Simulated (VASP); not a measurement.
A run of VASP 6.6.1:

File INCAR:

```
SYSTEM = RuCl2
PREC = Accurate ; ENCUT = 520
EDIFF = 1E-6 ; ISMEAR = -1
SIGMA = 0.05 ; LREAL = .FALSE.
LASPH = .TRUE. ; NELM = 100
ALGO = Normal ; ISIF = 2
LWAVE = .FALSE. ; LCHARG = .TRUE.
GGA = PE ; LELF = .TRUE.
LVHAR = .TRUE. ; NBANDS = 21
```

Contents of KPOINTS:

```
regular mesh
0
G
  9 9 5
  0 0 0
```

Contents of POSCAR:

```
RuCl2
1.0
    3.5496909800      0.0000000000      0.0000000000
   -1.7748454900      3.0741225600      0.0000000000
    0.0000000000      0.0000000000      5.7263882700
Ru Cl
1 2
Direct
    0.0000000000      0.0000000000      0.0000000000
    0.3333333333      0.6666666667      0.2520000000
    0.6666666667      0.3333333333      0.7480000000
```

Potentials or basis: VASP PAW PBE potentials, release 64 (Ru_pv, Cl).

The run is started by

```console
$ cat potpaw_PBE.64/Ru_pv/POTCAR potpaw_PBE.64/Cl/POTCAR > POTCAR
$ mpirun -np 1 vasp_std > vasp.out
```

Hardware: 1 thread of AMD EPYC 7R43 64-Core Processor (Zen 3), with other jobs on the host.

**Question.** How long does it take, and how much memory?

**Answer.** Wall time 68 s on 1 thread of AMD EPYC 7R43 64-Core Processor (Zen 3) (shared host), peak memory 0.18 GiB. Counts: scf iterations 13, k points 50.
